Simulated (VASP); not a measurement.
Input of a VASP 6.6.1 run:

File POSCAR:

```
TaN
1.0
    0.0000000000      2.1790013100      2.1790013100
    2.1790013100      0.0000000000      2.1790013100
    2.1790013100      2.1790013100      0.0000000000
Ta N
1 1
Direct
    0.5000000000      0.5000000000      0.5000000000
    0.0000000000      0.0000000000      0.0000000000
```

Contents of INCAR.step1:

```
  PREC = Accurate
  ENCUT = 1460
  ISMEAR = 0
  SIGMA = 0.05
  LREAL = False
  LASPH = True
  NELM = 200
  ISPIN = 2
  MAGMOM = 0 0
  LMAXMIX = 4
  LDAU = True
  LDAUTYPE = 2
  LDAUL = 2 -1
  LDAUU = 1 0
  LDAUJ = 0 0
  NBANDS = 20
  GGA = PE
  ALGO = Normal
  EDIFF = 1E-5
  LWAVE = True
  LCHARG = False
  GGA_COMPAT = False
```

INCAR.step2

```
  PREC = Accurate
  ENCUT = 1460
  EDIFF = 1E-6
  ISMEAR = 0
  SIGMA = 0.05
  LREAL = False
  LASPH = True
  NELM = 200
  ALGO = Normal
  ISIF = 2
  LWAVE = False
  LCHARG = False
  ISPIN = 2
  MAGMOM = 0 0
  LORBIT = 11
  LMAXMIX = 4
  LDAU = True
  LDAUTYPE = 2
  LDAUL = 2 -1
  LDAUU = 1 0
  LDAUJ = 0 0
  LDAUPRINT = 1
  METAGGA = R2SCAN
  LMIXTAU = True
  NBANDS = 20
  ISTART = 1
  GGA_COMPAT = False
```

Contents of KPOINTS:

```
regular mesh
0
Gamma
  7 7 7
```

Potentials or basis: VASP PAW PBE potentials, release 64 (Ta_sv_GW, N_h).

The run is started by

```console
$ cat potpaw_PBE.64/Ta_sv_GW/POTCAR potpaw_PBE.64/N_h/POTCAR > POTCAR
$ cp INCAR.step1 INCAR
$ mpirun -np 1 vasp_std > vasp.out
$ cp INCAR.step2 INCAR
$ mpirun -np 1 vasp_std > vasp.out
```

(1) What does it give for the net moment?

(2) Estimate the band gap on the k mesh.

## Answers

(1) 0.00 μB per cell.

(2) zero (filled and empty bands overlap).

Caveat: spin-orbit coupling is left out, which moves the levels of the heavy elements.
